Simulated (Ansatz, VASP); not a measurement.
## One calculation of MoS2, two programs

File INCAR:

```
SYSTEM = MoS2
PREC = Accurate
ENCUT = 520
EDIFF = 1E-6
ISMEAR = -1
SIGMA = 0.02
LREAL = .FALSE.
LASPH = .TRUE.
NELM = 60
ALGO = Normal
ISIF = 2
LWAVE = .FALSE.
LCHARG = .FALSE.
GGA = PE
NBANDS = 35
```

File KPOINTS:

```
Automatic mesh
0
G
  12 12 2
  0 0 0
```

The input POSCAR:

```
MoS2
1.0
    3.1730194991      0.0000000000      0.0000000000
   -1.5865097496      2.7479154930      0.0000000000
    0.0000000000      0.0000000000     12.4359058611
Mo S
2 4
Direct
    0.3333333333      0.6666666667      0.2500000000
    0.6666666667      0.3333333333      0.7500000000
    0.3333333333      0.6666666667      0.6249005404
    0.6666666667      0.3333333333      0.1249005404
    0.3333333333      0.6666666667      0.8750994596
    0.6666666667      0.3333333333      0.3750994596
```

Input for Ansatz:

```yaml
crystal:
  lattice:
    - [3.1730194991, 0.0, 0.0]
    - [-1.5865097496, 2.747915493, 0.0]
    - [0.0, 0.0, 12.4359058611]
  atoms:
    - { symbol: Mo, position: [0.3333333333, 0.6666666667, 0.25] }
    - { symbol: Mo, position: [0.6666666667, 0.3333333333, 0.75] }
    - { symbol: S, position: [0.3333333333, 0.6666666667, 0.6249005404] }
    - { symbol: S, position: [0.6666666667, 0.3333333333, 0.1249005404] }
    - { symbol: S, position: [0.3333333333, 0.6666666667, 0.8750994596] }
    - { symbol: S, position: [0.6666666667, 0.3333333333, 0.3750994596] }
kpoints:
  mp_grid: { grid: [12, 12, 2] }
  band_path:
    path:
      - [[0.0, 0.0, 0.0], [0.5, -1.122569004325e-17, 0.0], [0.3333333333333, 0.3333333333333, 0.0], [0.0, 0.0, 0.0], [0.0, 0.0, 0.5], [0.5, -1.122569004325e-17, 0.5], [0.3333333333333, 0.3333333333333, 0.5], [0.0, 0.0, 0.5]]
      - [[0.5, -1.122569004325e-17, 0.5], [0.5, -1.122569004325e-17, 0.0]]
      - [[0.3333333333333, 0.3333333333333, 0.5], [0.3333333333333, 0.3333333333333, 0.0]]
    npoints: 10
hamiltonian:
  xc: pbe
scf:
  occupations: { method: fermi_dirac, width: 0.02 }
  n_extra_bands: 5
output:
  forces: true
  stress: true
  eigenvalues: true
  write_density: true
  write_potential: true
  elf: true
  volumetric_format: npy
```

Alike in both runs: task single point; functional PBE; k mesh 12 × 12 × 2; occupations fermi-dirac, width 0.02 eV; no spin polarisation.

```csv
,VASP,Ansatz
version,VASP 6.6.1,Ansatz 0.2.0
potentials or method,"VASP PAW PBE potentials, release 64 (Mo_sv, S)","plane waves, PAW"
plane-wave cutoff (eV),520,420
valence electrons in the cell,52,52
```

```tsv
	VASP	Ansatz	Ansatz less VASP
gap on the k mesh at the Fermi level (eV)	0.95	0.94	-0.014
pressure (GPa)	2.3	2.4	+0.14
traceless stress, the component that is largest in VASP (GPa)	0.89	0.93	+0.038
rms of the force components (eV/Å)	0.046	0.052	+0.0061
```

Atom by atom the forces differ by 0.006 eV/Å (rms over components). The functional is the same, so the differences come from potentials, cutoffs and numerics.
